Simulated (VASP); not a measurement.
# SnGe2 (Fm-3m) in VASP: further runs

The runs below take SnGe2 through relaxation of cell and atoms, with PBE.

All numbers are computed with VASP 6.6.1; they aren't measurements. Logs are shortened: lines on timing, memory, paths and dates and some standing lists are left out, and cuts for length are marked.

### Step 1. The cell of the first run

The structure is cubic, space group Fm-3m (No. 225). Conventional cell: a = 6.796 Å, b = 6.796 Å, c = 6.796 Å, α = 90.00°, β = 90.00°, γ = 90.00°. Sn (site symmetry m-3m) has 8 Ge at 2.94 Å within 3.9 Å. Within 3.9 Å of Ge (site symmetry -43m) lie 4 Sn at 2.94 Å and 6 Ge at 3.40 Å.

### Step 2. Relaxation of cell and atoms, PBE, target pressure 13 GPa, at which the enthalpy is minimised

INCAR

```
SYSTEM = SnGe2
PREC = Accurate ; ENCUT = 600
EDIFF = 1E-7 ; ISMEAR = -1
SIGMA = 0.15 ; LREAL = .FALSE.
LASPH = .TRUE. ; NELM = 80
ALGO = Normal ; ISIF = 3
LWAVE = .FALSE. ; LCHARG = .FALSE.
GGA = PE ; IBRION = 2
NSW = 80 ; EDIFFG = -0.001
PSTRESS = 130.0
```

KPOINTS

```
regular mesh
0
G
  12 12 12
  0 0 0
```

POSCAR

```
SnGe2
1.0
    0.0000000000      3.3978336137      3.3978336137
    3.3978336137      0.0000000000      3.3978336137
    3.3978336137      3.3978336137      0.0000000000
Sn Ge
1 2
Direct
    0.0000000000      0.0000000000      0.0000000000
    0.7500000000      0.7500000000      0.7500000000
    0.2500000000      0.2500000000      0.2500000000
```

Potentials or basis: VASP PAW PBE potentials, release 64 (Sn_d, Ge_d).

Command:

```console
$ cat potpaw_PBE.64/Sn_d/POTCAR potpaw_PBE.64/Ge_d/POTCAR > POTCAR
$ mpirun -np 1 vasp_std > vasp.out
```

OUTCAR:

```text
SYSTEM = SnGe2
   PREC = Accurate
   ENCUT = 600
   EDIFF = 1E-7
   ISMEAR = -1
   LREAL = .FALSE.
   LASPH = .TRUE.
   NELM = 80
   ISIF = 3
   GGA = PE
   IBRION = 2
   NSW = 80
   EDIFFG = -0.001
   PSTRESS = 130.0

 ion  position               nearest neighbor table
   1  0.000  0.000  0.000-   2 2.94   2 2.94   3 2.94   3 2.94   2 2.94   2 2.94   3 2.94   3 2.94

   2  0.750  0.750  0.750-   1 2.94   1 2.94   1 2.94   1 2.94
   3  0.250  0.250  0.250-   1 2.94   1 2.94   1 2.94   1 2.94

  LATTYP: Found a face centered cubic cell.
 ALAT       =     6.7956672274

  Lattice vectors:

 A1 = (   0.0000000000,   3.3978336137,   3.3978336137)
 A2 = (   3.3978336137,   0.0000000000,   3.3978336137)
 A3 = (   3.3978336137,   3.3978336137,   0.0000000000)

Analysis of symmetry for initial positions (statically):
=====================================================================
 Subroutine PRICEL returns:
 Original cell was already a primitive cell.

 Routine SETGRP: Setting up the symmetry group for a
 face centered cubic supercell.

 Subroutine GETGRP returns: Found 48 space group operations
 (whereof 48 operations were pure point group operations)
 out of a pool of 48 trial point group operations.

The static configuration has the point symmetry O_h .

Analysis of symmetry for dynamics (positions and initial velocities):
=====================================================================
 Subroutine PRICEL returns:
 Original cell was already a primitive cell.

 Routine SETGRP: Setting up the symmetry group for a
 face centered cubic supercell.

 Subroutine GETGRP returns: Found 48 space group operations
 (whereof 48 operations were pure point group operations)
 out of a pool of 48 trial point group operations.

The dynamic configuration has the point symmetry O_h .

 Subroutine INISYM returns: Found 48 space group operations
 (whereof 48 operations are pure point group operations),
 and found     1 'primitive' translations

----------------------------------------------------------------------------------------

                                     Primitive cell

  volume of cell :      78.4578

  direct lattice vectors                    reciprocal lattice vectors
     0.000000000  3.397833614  3.397833614    -0.147152585  0.147152585  0.147152585
     3.397833614  0.000000000  3.397833614     0.147152585 -0.147152585  0.147152585
     3.397833614  3.397833614  0.000000000     0.147152585  0.147152585 -0.147152585

  length of vectors
     4.805262379  4.805262379  4.805262379     0.254875754  0.254875754  0.254875754

  position of ions in fractional coordinates (direct lattice)
     0.000000000  0.000000000  0.000000000
     0.750000000  0.750000000  0.750000000
     0.250000000  0.250000000  0.250000000

  ion indices of the primitive-cell ions
   primitive index   ion index
                 1           1
                 2           2
                 3           3

----------------------------------------------------------------------------------------

 KPOINTS: regular mesh

Automatic generation of k-mesh.
 Grid dimensions read from file:
 generate k-points for:   12   12   12

 Generating k-lattice:

  Cartesian coordinates                     Fractional coordinates (reciprocal lattice)
    -0.012262715  0.012262715  0.012262715     0.083333333  0.000000000  0.000000000
     0.012262715 -0.012262715  0.012262715     0.000000000  0.083333333  0.000000000
     0.012262715  0.012262715 -0.012262715     0.000000000  0.000000000  0.083333333

  Length of vectors
     0.021239646  0.021239646  0.021239646

  Shift w.r.t. Gamma in fractional coordinates (k-lattice)
     0.000000000  0.000000000  0.000000000

 Subroutine IBZKPT returns following result:
 ===========================================

 Found     72 irreducible k-points:

 Following reciprocal coordinates:
            Coordinates               Weight
  0.000000  0.000000  0.000000      1.000000
  0.083333  0.000000  0.000000      8.000000
  0.166667  0.000000  0.000000      8.000000
  0.250000  0.000000  0.000000      8.000000
  0.333333  0.000000  0.000000      8.000000
  0.416667  0.000000  0.000000      8.000000
[... 16 lines left out ...]
  0.500000  0.166667  0.000000     24.000000
 -0.416667  0.166667  0.000000     24.000000
 [... further k-points ...]
   k-points           NKPTS =     72   k-points in BZ     NKDIM =     72   number of bands    NBANDS=     25
   number of dos      NEDOS =    301   number of ions     NIONS =      3
   total plane-waves  NPLWV =  64000
   dimension x,y,z NGX =    40 NGY =   40 NGZ =   40
   dimension x,y,z NGXF=    80 NGYF=   80 NGZF=   80
   ions per type =               1   2
   NGX,Y,Z   is equivalent  to a cutoff of  13.84, 13.84, 13.84 a.u.
   NGXF,Y,Z  is equivalent  to a cutoff of  27.68, 27.68, 27.68 a.u.
 SYSTEM =  SnGe2
   PREC   = accura    normal or accurate (medium, high low for compatibility)
   ISTART =      0    job   : 0-new  1-cont  2-samecut
   ICHARG =      2    charge: 1-file 2-atom 10-const
   ISPIN  =      1    spin polarized calculation?
   LNONCOLLINEAR =      F non collinear calculations
   LSORBIT =      F    spin-orbit coupling
   LASPH  =      T    aspherical Exc in radial PAW
   ENCUT  =  600.0 eV  44.10 Ry    6.64 a.u.   9.60  9.60  9.60*2*pi/ulx,y,z
   NELM   =     80;   NELMIN=  2; NELMDL= -5     # of ELM steps
   EDIFF  = 0.1E-06   stopping-criterion for ELM
   LREAL  =      F    real-space projection
   EDIFFG = -.1E-02   stopping-criterion for IOM
   NSW    =     80    number of steps for IOM
   IBRION =      2    ionic relax: 0-MD 1-quasi-New 2-CG
   NFREE  =      1    steps in history (QN), initial steepest desc. (CG)
   ISIF   =      3    stress and relaxation
   ISYM   =      2    0-nonsym 1-usesym 2-fastsym
   POTIM  = 0.5000    time-step for ionic-motion
   TEBEG  =    0.0;   TEEND  =   0.0 temperature during run
   PSTRESS=  130.0 pullay stress
   NELECT =      42.0000    total number of electrons
   NUPDOWN=      -1.0000    fix difference up-down
   EMIN   =  10.00;   EMAX   =-10.00  energy-range for DOS
   EFERMI =   0.00;   METHOD = LEGACY
   ISMEAR =    -1;   SIGMA  =   0.15  broadening in eV -4-tet -1-fermi 0-gaus
   EFERMI_NEDOS =   21; number of points for ismear=-14 and -15
   IALGO  =     38    algorithm
   IMIX   =      4    mixing-type and parameters
     AMIX     =   0.40;   BMIX     =  1.00
     AMIX_MAG =   1.60;   BMIX_MAG =  1.00
  volume/ion in A,a.u.               =      26.15       176.49
  Fermi-wavevector in a.u.,A,eV,Ry     =   1.329268  2.511952 24.040854  1.766953
  Thomas-Fermi vector in A             =   2.458443
   LORBIT       =      0    0 simple, 1 ext, 2 COOP (PROOUT), +10 PAW based schemes
   GGA     = PE    functional components
   LHFCALC =     F    Hartree Fock is set to
   AEXX    =    0.0000 exact exchange contribution
   IVDW    =     0    specifies the selected vdW correction
   LEPSILON=     F    determine dielectric tensor
   LRPA    =     F    only Hartree local field effects (RPA)
 conjugate gradient relaxation of ions
 non-spin polarized calculation
  energy-cutoff  :      600.00
  volume of cell :       78.46
 maximum number of plane-waves:      2685
   NGX = 19   NGY = 19   NGZ = 19

--------------------------------------- Ionic step        1  -------------------------------------------

 number of electron      42.0000024 magnetization

 Free energy of the ion-electron system (eV)
  ---------------------------------------------------
  ext. energy  EPLUGINS =         0.00000000
  ---------------------------------------------------
  free energy    TOTEN  =       -11.86093919 eV

  energy without entropy =      -11.73616049  energy(sigma->0) =      -11.79854984

 E-fermi :   5.4253     XC(G=0):  -9.7829

 val. band max:        5.4199437080   @ k =  -0.4167   0.4167   0.0000
 cond. band min:       5.4374974041   @ k =   0.2500   0.0833   0.0000
 fundamental gap:      0.0175536960
 Fermi energy:         5.4252955059

 k-point     1 :       0.0000    0.0000    0.0000
  band No.  band energies     occupation
      1     -19.3692      2.00000
      2     -19.3692      2.00000
      3     -19.3619      2.00000
      4     -19.3619      2.00000
      5     -19.3619      2.00000
      6     -19.3461      2.00000
[... 661 lines left out ...]
     24       8.0777      0.00000
     25       9.9395      0.00000

 [... further k-points ...]

------------------------ aborting loop because EDIFF is reached ----------------------------------------

  FORCE on cell =-STRESS in cart. coord.  units (eV):
  Direction    XX          YY          ZZ          XY          YZ          ZX
  --------------------------------------------------------------------------------------
  -------------------------------------------------------------------------------------
  Total        0.0061649      0.0061649      0.0061649     -0.0000000     -0.0000000     -0.0000000
  in kB        0.1258922      0.1258922      0.1258922     -0.0000000     -0.0000000     -0.0000000
  external PRESSURE =    -129.8741078 kB  Pullay stress =     130.0000000 kB
[... 180 lines left out ...]
  enthalpy is  TOTEN    =        -6.1104175138 eV   P V=        5.2995629788

--------------------------------------- Ionic step        6  -------------------------------------------

 number of electron      42.0000000 magnetization

 Free energy of the ion-electron system (eV)
  ---------------------------------------------------
  ext. energy  EPLUGINS =         0.00000000
  ---------------------------------------------------
  free energy    TOTEN  =       -11.40908817 eV

  energy without entropy =      -11.29781441  energy(sigma->0) =      -11.35345129

 E-fermi :   7.3944     XC(G=0): -10.6565

 val. band max:        7.3896269453   @ k =   0.1667   0.0833   0.0000
 cond. band min:       7.4186870608   @ k =  -0.4167   0.4167   0.0833
 fundamental gap:      0.0290601155
 Fermi energy:         7.3944433541

 k-point     1 :       0.0000    0.0000    0.0000
  band No.  band energies     occupation
      1     -17.4783      2.00000
      2     -17.4783      2.00000
      3     -17.4629      2.00000
      4     -17.4629      2.00000
      5     -17.4629      2.00000
      6     -17.4328      2.00000
[... 661 lines left out ...]
     24      10.6765      0.00000
     25      12.2751      0.00000

 [... further k-points ...]

------------------------ aborting loop because EDIFF is reached ----------------------------------------

  FORCE on cell =-STRESS in cart. coord.  units (eV):
  Direction    XX          YY          ZZ          XY          YZ          ZX
  --------------------------------------------------------------------------------------
  -------------------------------------------------------------------------------------
  Total        5.2984322      5.2984322      5.2984322      0.0000000     -0.0000000      0.0000000
  in kB      129.9941664    129.9941664    129.9941664      0.0000000     -0.0000000      0.0000000
  external PRESSURE =      -0.0058336 kB  Pullay stress =     130.0000000 kB
[... 18 lines left out ...]
  FREE ENERGIE OF THE ION-ELECTRON SYSTEM (eV)
  ---------------------------------------------------
  free  energy   TOTEN  =       -11.4090881713 eV

  energy  without entropy=      -11.2978144078  energy(sigma->0) =      -11.35345129

  enthalpy is  TOTEN    =        -6.1104181894 eV   P V=        5.2986699819

 reached required accuracy - stopping structural energy minimisation
```

Wall time 20 min (1 thread of Intel Xeon 8259CL, shared host); peak memory 0.36 GiB.

Results:

| Property | Result |
| --- | --- |
| Free energy | -11.4091 eV |
| Relaxed volume | 21.77 Å³/atom |
| Relaxed cell | a = 4.520 Å, b = 4.520 Å, c = 4.520 Å, α = 60.00°, β = 60.00°, γ = 60.00° |
| Space group after relaxing (to 0.1 Å) | Fm-3m (No. 225) |
| Energy change on relaxing (the run minimises the enthalpy) | +150.6 meV/atom |
| Ionic steps | 6 |
| Pressure after relaxing | 13.0 GPa |
| Band gap on the k mesh | zero (bands 21 and 22 overlap by 1.93 eV) |

The path:
```csv
step,energy change (eV),largest force (eV/Å),pressure (GPa),volume (Å³)
1,0.0000,0.0000,0.01,78.46
2,1.5835,0.0000,31.49,56.76
3,0.4330,0.0000,12.63,65.54
4,0.4524,0.0000,13.01,65.30
5,0.4510,0.0000,12.98,65.31
6,0.4519,0.0000,13.00,65.30
```

Final structure:
```
Sn Ge
1.0
     0.00000    3.19621    3.19621
     3.19621    0.00000    3.19621
     3.19621    3.19621    0.00000
Sn Ge
1 2
Direct
  0.00000 0.00000 0.00000
  0.75000 0.75000 0.75000
  0.25000 0.25000 0.25000
```

Caveat: the cell is relaxed towards a set pressure, so the run minimises the enthalpy, not the energy; the volume moved by over 15 % at a fixed basis, so the end points are rough; spin-orbit coupling is left out, which moves the levels of the heavy elements.

### Step 3. Relaxation of cell and atoms, PBE, target pressure 21 GPa, at which the enthalpy is minimised

INCAR

```
SYSTEM = SnGe2
ALGO = Normal
EDIFF = 1E-6
EDIFFG = -0.001
ENCUT = 600
GGA = PE
IBRION = 2
ISIF = 3
ISMEAR = -1
LASPH = .TRUE.
LCHARG = .FALSE.
LREAL = .FALSE.
LWAVE = .FALSE.
NELM = 60
NSW = 80
PREC = Accurate
PSTRESS = 210.0
SIGMA = 0.15
```

KPOINTS

```
k-points
0
G
  12 12 12
  0 0 0
```

POSCAR is that of step 2.

Potentials or basis: VASP PAW PBE potentials, release 64 (Sn_d, Ge_d).

Command:

```console
$ cat potpaw_PBE.64/Sn_d/POTCAR potpaw_PBE.64/Ge_d/POTCAR > POTCAR
$ mpirun -np 1 vasp_std > vasp.out
```

Wall time 27 min (1 thread of Intel Xeon 8259CL, shared host); peak memory 0.37 GiB.

The run converged. Its results:

* Free energy: -10.9484 eV
* Relaxed volume: 20.30 Å³/atom
* Relaxed cell: a = 4.416 Å, b = 4.416 Å, c = 4.416 Å, α = 60.00°, β = 60.00°, γ = 60.00°
* Space group after relaxing (to 0.1 Å): Fm-3m (No. 225)
* Energy change on relaxing (the run minimises the enthalpy): +304.2 meV/atom
* Ionic steps: 11
* Pressure after relaxing: 21.0 GPa
* Band gap on the k mesh: zero (bands 21 and 22 overlap by 2.06 eV)

Step by step:
| step | energy change (eV) | largest force (eV/Å) | pressure (GPa) | volume (Å³) |
| --- | --- | --- | --- | --- |
| 1 | 0.0000 | 0.0000 | 0.09 | 78.46 |
| 2 | 5.3411 | 0.0000 | 86.37 | 45.73 |
| 3 | 0.7895 | 0.0000 | 19.03 | 61.89 |
| 4 | 0.8750 | 0.0000 | 20.47 | 61.19 |
| 5 | 0.9159 | 0.0000 | 21.26 | 60.88 |
| 6 | 0.8826 | 0.0000 | 20.34 | 61.13 |
| 7 | 0.9072 | 0.0000 | 21.03 | 60.94 |
| 8 | 0.9060 | 0.0000 | 20.90 | 60.95 |
| 9 | 0.9069 | 0.0000 | 20.93 | 60.95 |
| 10 | 0.9142 | 0.0000 | 21.06 | 60.89 |
| 11 | 0.9125 | 0.0000 | 21.00 | 60.90 |

Final structure:
```
Sn Ge
1.0
     0.00000    3.12275    3.12275
     3.12275    0.00000    3.12275
     3.12275    3.12275    0.00000
Sn Ge
1 2
Direct
  0.00000 0.00000 0.00000
  0.75000 0.75000 0.75000
  0.25000 0.25000 0.25000
```

Levels at points of the mesh, in eV from the Fermi level:
| k point | band 18 | band 19 | band 20 | band 21 | band 22 | band 23 | band 24 | band 25 |
| --- | --- | --- | --- | --- | --- | --- | --- | --- |
| (0.00, 0.00, 0.00) | -1.67 | -1.67 | -1.67 | -0.91 | -0.91 | -0.91 | -0.43 | 3.23 |
| (0.50, 0.00, 0.00) | -4.32 | -3.06 | -3.06 | -0.79 | -0.79 | -0.66 | 5.22 | 5.80 |
| (0.50, 0.50, 0.00) | -7.32 | -5.13 | -5.13 | -1.14 | 4.15 | 4.15 | 5.46 | 6.08 |

Caveat: the cell is relaxed towards a set pressure, so the run minimises the enthalpy, not the energy; the volume moved by over 15 % at a fixed basis, so the end points are rough; spin-orbit coupling is left out, which moves the levels of the heavy elements.

[end of part 1 of 2]

The gap in the log of VASP goes by the Fermi energy; the results here count the filled bands.